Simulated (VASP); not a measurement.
# V (Fm-3m) in VASP: a series of runs

V is run at these levels: PBEsol; tasks: single point, relaxation of cell and atoms.

Program: VASP 6.6.1. These are calculated values, not measurements. Logs are shortened: lines on timing, memory, paths and dates and some standing lists are left out, and cuts for length are marked.

## 1. The cell of the first run

Symmetry: Fm-3m, No. 225, cubic system. The conventional cell has a = 3.769 Å, b = 3.769 Å, c = 3.769 Å, α = 90.00°, β = 90.00°, γ = 90.00°. Within 3.5 Å of V (site symmetry m-3m) lie 12 V at 2.67 Å.

## 2. Single point, PBEsol

Contents of INCAR:

```
PREC = Accurate ; ENCUT = 520
EDIFF = 1E-6 ; ISMEAR = 0
SIGMA = 0.1 ; LREAL = False
LASPH = True ; NELM = 60
ALGO = Fast ; ISIF = 2
LWAVE = False ; LCHARG = False
GGA = PS ; NBANDS = 12
```

Contents of KPOINTS:

```
regular mesh
0
Gamma
  18 18 18
```

Contents of POSCAR:

```
V
1.0
    0.0000000000      1.8846160808      1.8846160808
    1.8846160808      0.0000000000      1.8846160808
    1.8846160808      1.8846160808      0.0000000000
V
1
Direct
    0.0000000000      0.0000000000      0.0000000000
```

Potentials or basis: VASP PAW PBE potentials, release 64 (V_sv).

On the command line:

```sh
$ cat potpaw_PBE.64/V_sv/POTCAR > POTCAR
$ mpirun -np 1 vasp_std > vasp.out
```

OUTCAR:

```text
PREC = Accurate
   ENCUT = 520
   EDIFF = 1E-6
   ISMEAR = 0
   LREAL = False
   LASPH = True
   NELM = 60
   ISIF = 2
   GGA = PS

 ion  position               nearest neighbor table
   1  0.000  0.000  0.000-

  LATTYP: Found a face centered cubic cell.
 ALAT       =     3.7692321616

  Lattice vectors:

 A1 = (   0.0000000000,   1.8846160808,   1.8846160808)
 A2 = (   1.8846160808,   0.0000000000,   1.8846160808)
 A3 = (   1.8846160808,   1.8846160808,   0.0000000000)

Analysis of symmetry for initial positions (statically):
=====================================================================
 Subroutine PRICEL returns:
 Original cell was already a primitive cell.

 Routine SETGRP: Setting up the symmetry group for a
 face centered cubic supercell.

 Subroutine GETGRP returns: Found 48 space group operations
 (whereof 48 operations were pure point group operations)
 out of a pool of 48 trial point group operations.

The static configuration has the point symmetry O_h .

Analysis of symmetry for dynamics (positions and initial velocities):
=====================================================================
 Subroutine PRICEL returns:
 Original cell was already a primitive cell.

 Routine SETGRP: Setting up the symmetry group for a
 face centered cubic supercell.

 Subroutine GETGRP returns: Found 48 space group operations
 (whereof 48 operations were pure point group operations)
 out of a pool of 48 trial point group operations.

The dynamic configuration has the point symmetry O_h .

 Subroutine INISYM returns: Found 48 space group operations
 (whereof 48 operations are pure point group operations),
 and found     1 'primitive' translations

----------------------------------------------------------------------------------------

                                     Primitive cell

  volume of cell :      13.3875

  direct lattice vectors                    reciprocal lattice vectors
     0.000000000  1.884616081  1.884616081    -0.265306024  0.265306024  0.265306024
     1.884616081  0.000000000  1.884616081     0.265306024 -0.265306024  0.265306024
     1.884616081  1.884616081  0.000000000     0.265306024  0.265306024 -0.265306024

  length of vectors
     2.665249621  2.665249621  2.665249621     0.459523514  0.459523514  0.459523514

  position of ions in fractional coordinates (direct lattice)
     0.000000000  0.000000000  0.000000000

  ion indices of the primitive-cell ions
   primitive index   ion index
                 1           1

----------------------------------------------------------------------------------------

 KPOINTS: regular mesh

Automatic generation of k-mesh.
 Grid dimensions read from file:
 generate k-points for:   18   18   18

 Generating k-lattice:

  Cartesian coordinates                     Fractional coordinates (reciprocal lattice)
    -0.014739224  0.014739224  0.014739224     0.055555556  0.000000000  0.000000000
     0.014739224 -0.014739224  0.014739224     0.000000000  0.055555556  0.000000000
     0.014739224  0.014739224 -0.014739224     0.000000000  0.000000000  0.055555556

  Length of vectors
     0.025529084  0.025529084  0.025529084

  Shift w.r.t. Gamma in fractional coordinates (k-lattice)
     0.000000000  0.000000000  0.000000000

 Subroutine IBZKPT returns following result:
 ===========================================

 Found    195 irreducible k-points:

 Following reciprocal coordinates:
            Coordinates               Weight
  0.000000  0.000000  0.000000      1.000000
  0.055556  0.000000  0.000000      8.000000
  0.111111  0.000000  0.000000      8.000000
  0.166667  0.000000  0.000000      8.000000
  0.222222  0.000000  0.000000      8.000000
  0.277778  0.000000  0.000000      8.000000
[... 16 lines left out ...]
 -0.277778  0.055556  0.000000     24.000000
 -0.222222  0.055556  0.000000     24.000000
 [... further k-points ...]
   k-points           NKPTS =    195   k-points in BZ     NKDIM =    195   number of bands    NBANDS=     12
   number of dos      NEDOS =    301   number of ions     NIONS =      1
   total plane-waves  NPLWV =   8000
   dimension x,y,z NGX =    20 NGY =   20 NGZ =   20
   dimension x,y,z NGXF=    40 NGYF=   40 NGZF=   40
   ions per type =               1
   NGX,Y,Z   is equivalent  to a cutoff of  12.48, 12.48, 12.48 a.u.
   NGXF,Y,Z  is equivalent  to a cutoff of  24.95, 24.95, 24.95 a.u.
 SYSTEM =  unknown system
   PREC   = accura    normal or accurate (medium, high low for compatibility)
   ISTART =      0    job   : 0-new  1-cont  2-samecut
   ICHARG =      2    charge: 1-file 2-atom 10-const
   ISPIN  =      1    spin polarized calculation?
   LNONCOLLINEAR =      F non collinear calculations
   LSORBIT =      F    spin-orbit coupling
   LASPH  =      T    aspherical Exc in radial PAW
   ENCUT  =  520.0 eV  38.22 Ry    6.18 a.u.   4.96  4.96  4.96*2*pi/ulx,y,z
   NELM   =     60;   NELMIN=  2; NELMDL= -5     # of ELM steps
   EDIFF  = 0.1E-05   stopping-criterion for ELM
   LREAL  =      F    real-space projection
   EDIFFG = 0.1E-04   stopping-criterion for IOM
   NSW    =      0    number of steps for IOM
   IBRION =     -1    ionic relax: 0-MD 1-quasi-New 2-CG
   NFREE  =      0    steps in history (QN), initial steepest desc. (CG)
   ISIF   =      2    stress and relaxation
   ISYM   =      2    0-nonsym 1-usesym 2-fastsym
   POTIM  = 0.5000    time-step for ionic-motion
   TEBEG  =    0.0;   TEEND  =   0.0 temperature during run
   PSTRESS=    0.0 pullay stress
   NELECT =      13.0000    total number of electrons
   NUPDOWN=      -1.0000    fix difference up-down
   EMIN   =  10.00;   EMAX   =-10.00  energy-range for DOS
   EFERMI =   0.00;   METHOD = LEGACY
   ISMEAR =     0;   SIGMA  =   0.10  broadening in eV -4-tet -1-fermi 0-gaus
   EFERMI_NEDOS =   21; number of points for ismear=-14 and -15
   IALGO  =     68    algorithm
   IMIX   =      4    mixing-type and parameters
     AMIX     =   0.40;   BMIX     =  1.00
     AMIX_MAG =   1.60;   BMIX_MAG =  1.00
  volume/ion in A,a.u.               =      13.39        90.34
  Fermi-wavevector in a.u.,A,eV,Ry     =   1.621149  3.063528 35.757819  2.628126
  Thomas-Fermi vector in A             =   2.714972
   LORBIT       =      0    0 simple, 1 ext, 2 COOP (PROOUT), +10 PAW based schemes
   GGA     = PS    functional components
   LHFCALC =     F    Hartree Fock is set to
   AEXX    =    0.0000 exact exchange contribution
   IVDW    =     0    specifies the selected vdW correction
   LEPSILON=     F    determine dielectric tensor
   LRPA    =     F    only Hartree local field effects (RPA)
 non-spin polarized calculation
 RMM-DIIS sequential band-by-band and
 Gauss-broadening in eV      SIGMA  =   0.10
  energy-cutoff  :      520.00
  volume of cell :       13.39
 maximum number of plane-waves:       371
   NGX =  9   NGY =  9   NGZ =  9

 number of electron      13.0000009 magnetization

 Free energy of the ion-electron system (eV)
  ---------------------------------------------------
  ext. energy  EPLUGINS =         0.00000000
  ---------------------------------------------------
  free energy    TOTEN  =        -9.37439559 eV

  energy without entropy =       -9.36590749  energy(sigma->0) =       -9.37015154

 E-fermi :   9.9596     XC(G=0): -13.0935

 val. band max:        9.9557399339   @ k =  -0.2222   0.1667   0.0000
 cond. band min:       9.9661036061   @ k =   0.3889   0.2222   0.0000
 fundamental gap:      0.0103636722
 Fermi energy:         9.9596183661

 k-point     1 :       0.0000    0.0000    0.0000
  band No.  band energies     occupation
      1     -53.8305      2.00000
      2     -27.2299      2.00000
      3     -27.2299      2.00000
      4     -27.2299      2.00000
      5       3.0298      2.00000
      6      10.1318      0.01488
      7      10.1318      0.01488
      8      10.1318      0.01488
      9      11.9473      0.00000
     10      11.9473      0.00000
     11      27.8317      0.00000
     12      33.1478      0.00000

 k-point     2 :       0.0556    0.0000    0.0000
  band No.  band energies     occupation
      1     -53.8248      2.00000
      2     -27.2590      2.00000
      3     -27.2335      2.00000
      4     -27.2335      2.00000
      5       3.1489      2.00000
      6      10.0662      0.13187
      7      10.1744      0.00239
      8      10.1744      0.00239
      9      11.9211      0.00000
     10      11.9211      0.00000
     11      27.9174      0.00000
     12      32.1763      0.00000

 k-point     3 :       0.1111    0.0000    0.0000
  band No.  band energies     occupation
      1     -53.8083      2.00000
      2     -27.3423      2.00000
      3     -27.2438      2.00000
      4     -27.2438      2.00000
      5       3.4968      2.00000
      6       9.8889      1.68266
      7      10.2847      0.00000
      8      10.2847      0.00000
      9      11.8632      0.00000
     10      11.8632      0.00000
     11      28.0494      0.00000
     12      30.4506      0.00000

 k-point     4 :       0.1667    0.0000    0.0000
  band No.  band energies     occupation
      1     -53.7829      2.00000
      2     -27.4687      2.00000
      3     -27.2596      2.00000
      4     -27.2596      2.00000
      5       4.0423      2.00000
      6       9.6545      1.99998
      7      10.4047      0.00000
      8      10.4047      0.00000
      9      11.8390      0.00000
     10      11.8390      0.00000
     11      27.5531      0.00000
     12      29.2170      0.00000

 k-point     5 :       0.2222    0.0000    0.0000
  band No.  band energies     occupation
      1     -53.7516      2.00000
      2     -27.6218      2.00000
      3     -27.2788      2.00000
      4     -27.2788      2.00000
      5       4.7251      2.00000
      6       9.4447      2.00000
      7      10.4454      0.00000
      8      10.4454      0.00000
      9      11.9426      0.00000
     10      11.9426      0.00000
     11      25.9693      0.00000
     12      28.8488      0.00000
[... 228 lines left out ...]
      1     -53.6510      2.00000
      2     -28.0750      2.00000
      3     -27.3651      2.00000
      4     -27.3349      2.00000
      5       6.5099      2.00000
      6       9.9078      1.53664
      7      10.1289      0.01664
      8      10.1849      0.00144
      9      12.8238      0.00000
     10      13.3127      0.00000
     11      20.5129      0.00000
     12      27.2429      0.00000

 k-point    22 :      -0.3333    0.0556    0.0000
  band No.  band energies     occupation
      1     -53.6740      2.00000
      2     -27.9703      2.00000
      3     -27.3541      2.00000
      4     -27.3173      2.00000
      5       6.2541      2.00000
      6       9.5851      2.00000
      7      10.1344      0.01344
      8      10.2467      0.00005
      9      12.4578      0.00000
     10      12.9995      0.00000
     11      21.9550      0.00000
     12      27.6558      0.00000

 k-point    23 :      -0.2778    0.0556    0.0000
  band No.  band energies     occupation
      1     -53.7037      2.00000
      2     -27.8328      2.00000
      3     -27.3370      2.00000
      4     -27.2969      2.00000
      5       5.7461      2.00000
      6       9.3223      2.00000
      7      10.2790      0.00001
      8      10.3911      0.00000
      9      12.0675      0.00000
     10      12.6379      0.00000
     11      23.6447      0.00000
     12      28.1495      0.00000

 k-point    24 :      -0.2222    0.0556    0.0000
  band No.  band energies     occupation
      1     -53.7366      2.00000
      2     -27.6783      2.00000
      3     -27.3159      2.00000
      4     -27.2760      2.00000
      5       5.0581      2.00000
      6       9.3335      2.00000
      7      10.4023      0.00000
      8      10.5034      0.00000
      9      11.7512      0.00000
     10      12.3054      0.00000
     11      25.4335      0.00000
     12      28.5850      0.00000

 [... further k-points ...]

------------------------ aborting loop because EDIFF is reached ----------------------------------------

  FORCE on cell =-STRESS in cart. coord.  units (eV):
  Direction    XX          YY          ZZ          XY          YZ          ZX
  --------------------------------------------------------------------------------------
  -------------------------------------------------------------------------------------
  Total        0.0178882      0.0178882      0.0178882      0.0000000     -0.0000000      0.0000000
  in kB        2.1408175      2.1408175      2.1408175      0.0000000     -0.0000000      0.0000000
  external PRESSURE =       2.1408175 kB  Pullay stress =       0.0000000 kB

 VOLUME and BASIS-vectors are now :
 -----------------------------------------------------------------------------
  energy-cutoff  :      520.00
  volume of cell :       13.39
      direct lattice vectors                 reciprocal lattice vectors
     0.000000000  1.884616081  1.884616081    -0.265306024  0.265306024  0.265306024
     1.884616081  0.000000000  1.884616081     0.265306024 -0.265306024  0.265306024
     1.884616081  1.884616081  0.000000000     0.265306024  0.265306024 -0.265306024

 POSITION                                       TOTAL-FORCE (eV/Angst)
 -----------------------------------------------------------------------------------
      0.00000      0.00000      0.00000         0.000000     -0.000000     -0.000000
 -----------------------------------------------------------------------------------
    total drift:                               -0.000000     -0.000000     -0.000000

  FREE ENERGIE OF THE ION-ELECTRON SYSTEM (eV)
  ---------------------------------------------------
  free  energy   TOTEN  =        -9.3743955871 eV

  energy  without entropy=       -9.3659074919  energy(sigma->0) =       -9.37015154
```

Wall time 47 s (1 thread of AMD EPYC 7R43 (Zen 3), shared host); peak memory 0.11 GiB.

What came out:

```yaml
Free_energy: -9.3744 eV
Pressure: 0.2 GPa
```

Caveat: the PAW data sets were made with another functional, which shifts forces and pressure a little.

## 3. Relaxation of cell and atoms, PBEsol

This run uses another cell than the first one, of 13.61 Å³/atom, 1.017 times its volume.

Contents of INCAR:

```
PREC     = Accurate       # precision mode
ENCUT    = 600            # plane-wave cutoff, eV
EDIFF    = 1E-6           # SCF threshold, eV
ISMEAR   = 0              # smearing method
SIGMA    = 0.1            # smearing width, eV
LREAL    = False          # projectors in reciprocal space
LASPH    = True           # aspherical terms in the spheres
NELM     = 60             # most SCF steps
ALGO     = Fast           # electronic algorithm
ISIF     = 3              # what is computed and relaxed
LWAVE    = False          # write WAVECAR
LCHARG   = False          # write CHGCAR
GGA      = PS             # functional
IBRION   = 2              # ionic algorithm
NSW      = 100            # ionic steps
EDIFFG   = -0.005         # ionic threshold
```

Contents of KPOINTS:

```
Automatic mesh
0
Gamma
  18 18 18
```

Contents of POSCAR:

```
V
1.0
    0.0000000000      1.8950000000      1.8950000000
    1.8950000000      0.0000000000      1.8950000000
    1.8950000000      1.8950000000      0.0000000000
V
1
Direct
    0.0000000000      0.0000000000      0.0000000000
```

Potentials or basis: VASP PAW PBE potentials, release 64 (V_sv).

On the command line:

```sh
$ cat potpaw_PBE.64/V_sv/POTCAR > POTCAR
$ mpirun -np 1 vasp_std > vasp.out
```

It took 2.4 min on 1 thread of AMD EPYC 7R43 (Zen 3), shared host; peak memory 0.13 GiB.

The run converged. Its results:

| Property | Result |
| --- | --- |
| Free energy | -9.3746 eV |
| Relaxed volume | 13.39 Å³/atom |
| Relaxed cell | a = 2.665 Å, b = 2.665 Å, c = 2.665 Å, α = 60.00°, β = 60.00°, γ = 60.00° |
| Space group after relaxing (to 0.05 Å) | Fm-3m (No. 225) |
| Energy gained by relaxing | 2.0 meV/atom |
| Ionic steps | 3 |
| Pressure after relaxing | 0.0 GPa |

Step by step:
```
step  energy change (eV)  largest force (eV/Å)  pressure (GPa)  volume (Å³)
   1              0.0000                0.0000           -2.91        13.61
   2              0.0011                0.0000            4.07        13.13
   3             -0.0020                0.0000           -0.03        13.39
```

Final structure:
```xyz
1
Lattice="0.0000 1.8847 1.8847 1.8847 0.0000 1.8847 1.8847 1.8847 0.0000" Properties=species:S:1:pos:R:3 pbc="T T T"
V     0.0000    0.0000    0.0000
```

Levels at points of the mesh, in eV from the Fermi level:
```
           k point  band 3  band 4  band 5  band 6  band 7  band 8  band 9  band 10
(0.00, 0.00, 0.00)  -37.19  -37.19   -6.93    0.17    0.17    0.17    1.99     1.99
(0.50, 0.00, 0.00)  -37.31  -37.31   -3.44    0.03    0.03    0.90    3.24     3.24
(0.50, 0.50, 0.00)  -37.51  -37.51   -3.64   -2.75    3.20    3.57    3.57     3.57
```

Caveat: the PAW data sets were made with another functional, which shifts forces and pressure a little.
